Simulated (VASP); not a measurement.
# BAs2 (Pmmm) in VASP: notebook, part 2 of 2

VASP 6.6.1. The steps go on from the part before.

**3. Relaxation of cell and atoms, PBE**

This run uses another cell than the first one, of 15.71 Å³/atom.

Contents of INCAR:

```
SYSTEM = BAs2
PREC = Accurate
ENCUT = 600
EDIFF = 1E-7
ISMEAR = 0
SIGMA = 0.1
LREAL = .FALSE.
LASPH = .TRUE.
NELM = 100
ALGO = Normal
ISIF = 3
LWAVE = .FALSE.
LCHARG = .FALSE.
GGA = PE
IBRION = 2
NSW = 100
EDIFFG = -0.01
```

Contents of KPOINTS:

```
regular mesh
0
G
  16 14 10
  0 0 0
```

Contents of POSCAR:

```
BAs2
1.0
    3.0855204960      0.0000000000      0.0000000000
    0.0000000000      3.1678115477      0.0000000000
    0.0000000000      0.0000000000      4.8229795032
B As
1 2
Direct
    0.5000000000      0.5000000000      0.5000000000
    0.0000000000      0.0000000000      0.5000000000
    0.0000000000      0.5000000000      0.0000000000
```

Potentials or basis: VASP PAW PBE potentials, release 64 (B, As).

On the command line:

```console
$ cat potpaw_PBE.64/B/POTCAR potpaw_PBE.64/As/POTCAR > POTCAR
$ mpirun -np 1 vasp_std > vasp.out
```

OUTCAR:

```text
SYSTEM = BAs2
   PREC = Accurate
   ENCUT = 600
   EDIFF = 1E-7
   ISMEAR = 0
   LREAL = .FALSE.
   LASPH = .TRUE.
   NELM = 100
   ISIF = 3
   GGA = PE
   IBRION = 2
   NSW = 100
   EDIFFG = -0.01

 ion  position               nearest neighbor table
   1  0.500  0.500  0.500-   2 2.21   2 2.21   2 2.21   2 2.21
   2  0.000  0.000  0.500-   1 2.21   1 2.21   1 2.21   1 2.21   3 2.89   3 2.89   3 2.89   3 2.89

   3  0.000  0.500  0.000-   2 2.89   2 2.89   2 2.89   2 2.89

  LATTYP: Found a simple orthorhombic cell.
 ALAT       =     3.0855204960
 B/A-ratio  =     1.0266700713
 C/A-ratio  =     1.5631007830

  Lattice vectors:

 A1 = (   3.0855204960,   0.0000000000,   0.0000000000)
 A2 = (   0.0000000000,   3.1678115477,   0.0000000000)
 A3 = (   0.0000000000,   0.0000000000,   4.8229795032)

Analysis of symmetry for initial positions (statically):
=====================================================================
 Subroutine PRICEL returns:
 Original cell was already a primitive cell.

 Routine SETGRP: Setting up the symmetry group for a
 simple orthorhombic supercell.

 Subroutine GETGRP returns: Found  8 space group operations
 (whereof  8 operations were pure point group operations)
 out of a pool of  8 trial point group operations.

The static configuration has the point symmetry D_2h.

Analysis of symmetry for dynamics (positions and initial velocities):
=====================================================================
 Subroutine PRICEL returns:
 Original cell was already a primitive cell.

 Routine SETGRP: Setting up the symmetry group for a
 simple orthorhombic supercell.

 Subroutine GETGRP returns: Found  8 space group operations
 (whereof  8 operations were pure point group operations)
 out of a pool of  8 trial point group operations.

The dynamic configuration has the point symmetry D_2h.

 Subroutine INISYM returns: Found  8 space group operations
 (whereof  8 operations are pure point group operations),
 and found     1 'primitive' translations

----------------------------------------------------------------------------------------

                                     Primitive cell

  volume of cell :      47.1415

  direct lattice vectors                    reciprocal lattice vectors
     3.085520496  0.000000000  0.000000000     0.324094428  0.000000000  0.000000000
     0.000000000  3.167811548  0.000000000     0.000000000  0.315675344  0.000000000
     0.000000000  0.000000000  4.822979503     0.000000000  0.000000000  0.207340711

  length of vectors
     3.085520496  3.167811548  4.822979503     0.324094428  0.315675344  0.207340711

  position of ions in fractional coordinates (direct lattice)
     0.500000000  0.500000000  0.500000000
     0.000000000  0.000000000  0.500000000
     0.000000000  0.500000000  0.000000000

  ion indices of the primitive-cell ions
   primitive index   ion index
                 1           1
                 2           2
                 3           3

[... 53 lines left out ...]
   k-points           NKPTS =    432   k-points in BZ     NKDIM =    432   number of bands    NBANDS=     10
   number of dos      NEDOS =    301   number of ions     NIONS =      3
   total plane-waves  NPLWV =  31360
   dimension x,y,z NGX =    28 NGY =   28 NGZ =   40
   dimension x,y,z NGXF=    56 NGYF=   56 NGZF=   80
   ions per type =               1   2
   NGX,Y,Z   is equivalent  to a cutoff of  15.09, 14.69, 13.79 a.u.
   NGXF,Y,Z  is equivalent  to a cutoff of  30.17, 29.39, 27.58 a.u.
 SYSTEM =  BAs2
   PREC   = accura    normal or accurate (medium, high low for compatibility)
   ISTART =      0    job   : 0-new  1-cont  2-samecut
   ICHARG =      2    charge: 1-file 2-atom 10-const
   ISPIN  =      1    spin polarized calculation?
   LNONCOLLINEAR =      F non collinear calculations
   LSORBIT =      F    spin-orbit coupling
   LASPH  =      T    aspherical Exc in radial PAW
   ENCUT  =  600.0 eV  44.10 Ry    6.64 a.u.   6.16  6.33  9.63*2*pi/ulx,y,z
   NELM   =    100;   NELMIN=  2; NELMDL= -5     # of ELM steps
   EDIFF  = 0.1E-06   stopping-criterion for ELM
   LREAL  =      F    real-space projection
   EDIFFG = -.1E-01   stopping-criterion for IOM
   NSW    =    100    number of steps for IOM
   IBRION =      2    ionic relax: 0-MD 1-quasi-New 2-CG
   NFREE  =      1    steps in history (QN), initial steepest desc. (CG)
   ISIF   =      3    stress and relaxation
   ISYM   =      2    0-nonsym 1-usesym 2-fastsym
   POTIM  = 0.5000    time-step for ionic-motion
   TEBEG  =    0.0;   TEEND  =   0.0 temperature during run
   PSTRESS=    0.0 pullay stress
   NELECT =      13.0000    total number of electrons
   NUPDOWN=      -1.0000    fix difference up-down
   EMIN   =  10.00;   EMAX   =-10.00  energy-range for DOS
   EFERMI =   0.00;   METHOD = LEGACY
   ISMEAR =     0;   SIGMA  =   0.10  broadening in eV -4-tet -1-fermi 0-gaus
   EFERMI_NEDOS =   21; number of points for ismear=-14 and -15
   IALGO  =     38    algorithm
   IMIX   =      4    mixing-type and parameters
     AMIX     =   0.40;   BMIX     =  1.00
     AMIX_MAG =   1.60;   BMIX_MAG =  1.00
  volume/ion in A,a.u.               =      15.71       106.04
  Fermi-wavevector in a.u.,A,eV,Ry     =   1.065585  2.013664 15.449035  1.135472
  Thomas-Fermi vector in A             =   2.201142
   LORBIT       =      0    0 simple, 1 ext, 2 COOP (PROOUT), +10 PAW based schemes
   GGA     = PE    functional components
   LHFCALC =     F    Hartree Fock is set to
   AEXX    =    0.0000 exact exchange contribution
   IVDW    =     0    specifies the selected vdW correction
   LEPSILON=     F    determine dielectric tensor
   LRPA    =     F    only Hartree local field effects (RPA)
 conjugate gradient relaxation of ions
 non-spin polarized calculation
 Gauss-broadening in eV      SIGMA  =   0.10
  energy-cutoff  :      600.00
  volume of cell :       47.14
 maximum number of plane-waves:      1600
 NGX is ok and might be reduce to    28
   NGX = 13   NGY = 13   NGZ = 19

--------------------------------------- Ionic step        1  -------------------------------------------

 number of electron      13.0000001 magnetization

 Free energy of the ion-electron system (eV)
  ---------------------------------------------------
  ext. energy  EPLUGINS =         0.00000000
  ---------------------------------------------------
  free energy    TOTEN  =       -13.34584995 eV

  energy without entropy =      -13.34032160  energy(sigma->0) =      -13.34308578

------------------------ aborting loop because EDIFF is reached ----------------------------------------

  FORCE on cell =-STRESS in cart. coord.  units (eV):
  Direction    XX          YY          ZZ          XY          YZ          ZX
  --------------------------------------------------------------------------------------
  -------------------------------------------------------------------------------------
  Total        0.2738566     -0.2255668      0.2216680      0.0000000      0.0000000      0.0000000
  in kB        9.3074486     -7.6662442      7.5337356      0.0000000      0.0000000      0.0000000
  external PRESSURE =       3.0583133 kB  Pullay stress =       0.0000000 kB
[... 172 lines left out ...]
--------------------------------------- Ionic step        6  -------------------------------------------

 number of electron      13.0000000 magnetization

 Free energy of the ion-electron system (eV)
  ---------------------------------------------------
  ext. energy  EPLUGINS =         0.00000000
  ---------------------------------------------------
  free energy    TOTEN  =       -13.34748451 eV

  energy without entropy =      -13.34219653  energy(sigma->0) =      -13.34484052

 E-fermi :   6.1175     XC(G=0): -10.6788

 val. band max:        6.1042378153   @ k =   0.5000   0.0714   0.2000
 cond. band min:       6.1185192528   @ k =   0.5000   0.5000   0.2000
 fundamental gap:      0.0142814376
 Fermi energy:         6.1175195569

 k-point     1 :       0.0000    0.0000    0.0000
  band No.  band energies     occupation
      1      -9.3208      2.00000
      2      -4.3956      2.00000
      3      -0.8875      2.00000
      4       3.3766      2.00000
      5       3.8575      2.00000
      6       6.4285      0.00001
      7       8.7538      0.00000
      8       9.2970      0.00000
      9      10.6461      0.00000
     10      10.8611      0.00000
[... 287 lines left out ...]
 k-point    24 :       0.3125    0.1429    0.0000
  band No.  band energies     occupation
      1      -7.8505      2.00000
      2      -3.2416      2.00000
      3      -1.1471      2.00000
      4       0.6780      2.00000
      5       2.8720      2.00000
      6       4.6335      2.00000
      7       6.9810      0.00000
      8       7.4721      0.00000
      9       9.0485      0.00000
     10      10.5032      0.00000

 [... further k-points ...]
[... 5 lines left out ...]
  --------------------------------------------------------------------------------------
  -------------------------------------------------------------------------------------
  Total        0.0075564      0.0246370      0.0122600     -0.0000000      0.0000000      0.0000000
  in kB        0.2556188      0.8334301      0.4147350     -0.0000000      0.0000000      0.0000000
  external PRESSURE =       0.5012613 kB  Pullay stress =       0.0000000 kB
[... 18 lines left out ...]
  FREE ENERGIE OF THE ION-ELECTRON SYSTEM (eV)
  ---------------------------------------------------
  free  energy   TOTEN  =       -13.3474845140 eV

  energy  without entropy=      -13.3421965263  energy(sigma->0) =      -13.34484052

 reached required accuracy - stopping structural energy minimisation
```

OSZICAR:

```text
N       E                     dE             d eps       ncg     rms          rms(c)
DAV:   1     0.415553532718E+02    0.41555E+02   -0.58442E+03  8640   0.119E+03
DAV:   2    -0.112849643345E+02   -0.52840E+02   -0.50602E+02 11802   0.162E+02
DAV:   3    -0.138500893832E+02   -0.25651E+01   -0.24884E+01 10496   0.380E+01
DAV:   4    -0.138865640917E+02   -0.36475E-01   -0.36120E-01 12194   0.401E+00
[... 42 lines left out ...]
DAV:   1    -0.133475205397E+02   -0.48054E-04   -0.17581E-03  8840   0.283E-01    0.284E-02
DAV:   2    -0.133474912803E+02    0.29259E-04   -0.13314E-04  9924   0.835E-02    0.131E-02
DAV:   3    -0.133474863249E+02    0.49553E-05   -0.81776E-06  9582   0.217E-02    0.657E-03
DAV:   4    -0.133474845160E+02    0.18089E-05   -0.30833E-06  9438   0.120E-02    0.914E-04
DAV:   5    -0.133474845140E+02    0.19854E-08   -0.23025E-07  6944   0.364E-03
   6 F= -.13347485E+02 E0= -.13344841E+02  d E =-.314684E-03
```

It took 10 min on 1 thread of Intel Xeon Platinum 8259CL at 2.50GHz (Skylake/Cascade Lake), shared host; peak memory 0.41 GiB.

Results:

```yaml
Free_energy: -13.3475 eV
Relaxed_volume: 15.79 Å³/atom
Relaxed_cell: a = 3.092 Å, b = 3.153 Å, c = 4.858 Å, α = 90.00°, β = 90.00°, γ = 90.00°
Space_group_after_relaxing_to_0.1_Å: Pmmm (No. 47)
Energy_gained_by_relaxing: 0.5 meV/atom
Ionic_steps: 6
Pressure_after_relaxing: 0.1 GPa
Band_gap_on_the_k_mesh: zero (an odd number of electrons rules out a gap without spin polarisation)
```

Step by step:
```
step  energy change (eV)  largest force (eV/Å)  pressure (GPa)  volume (Å³)
   1              0.0000                0.0000            0.31        47.14
   2             -0.0013                0.0000           -0.04        47.35
   3             -0.0013                0.0000           -0.01        47.33
   4             -0.0016                0.0000            0.02        47.35
   5             -0.0016                0.0000            0.06        47.37
   6             -0.0016                0.0000            0.05        47.36
```

Final structure:
```
B As
1.0
     3.09212    0.00000    0.00000
     0.00000    3.15294    0.00000
     0.00000    0.00000    4.85800
B As
1 2
Direct
  0.50000 0.50000 0.50000
  0.00000 0.00000 0.50000
  0.00000 0.50000 0.00000
```
